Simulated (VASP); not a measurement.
Input of a VASP 6.6.1 run:

Contents of INCAR:

```
SYSTEM = AlGa3N4
  PREC = Accurate
  ENCUT = 600
  EDIFF = 1E-7
  ISMEAR = 0
  SIGMA = 0.01
  LREAL = .False.
  LASPH = .True.
  NELM = 100
  ALGO = Normal
  ISIF = 3
  LWAVE = .False.
  LCHARG = .False.
  IBRION = 2
  NSW = 80
  EDIFFG = -0.001
```

File KPOINTS:

```
Automatic mesh
0
Gamma
  6 6 6
  0 0 0
```

The input POSCAR:

```
AlGa3N4
1.0
    4.4675724049      0.0000000000      0.0000000000
    0.0000000000      4.4675724049      0.0000000000
    0.0000000000      0.0000000000      4.4675724049
Al Ga N
1 3 4
Direct
    0.0000000000      0.0000000000      0.0000000000
    0.5000000000      0.5000000000      0.0000000000
    0.5000000000      0.0000000000      0.5000000000
    0.0000000000      0.5000000000      0.5000000000
    0.7550308532      0.7550308532      0.2449691468
    0.7550308532      0.2449691468      0.7550308532
    0.2449691468      0.7550308532      0.7550308532
    0.2449691468      0.2449691468      0.2449691468
```

Potentials or basis: VASP PAW LDA potentials, release 64 (Al, Ga_d, N).

Run with:

```console
$ cat potpaw_LDA.64/Al/POTCAR potpaw_LDA.64/Ga_d/POTCAR potpaw_LDA.64/N/POTCAR > POTCAR
$ mpirun -np 1 vasp_std > vasp.out
```

(1) Estimate the band gap on the k mesh.

(2) What does it give for the space group after relaxing (to 0.05 Å)?

(3) Estimate the relaxed volume.

(4) What does it give for the relaxed cell?

## Answers

(1) 2.54 eV, direct.

(2) P-43m (No. 215).

(3) 10.89 Å³/atom.

(4) a = 4.433 Å, b = 4.433 Å, c = 4.433 Å, α = 90.00°, β = 90.00°, γ = 90.00°.
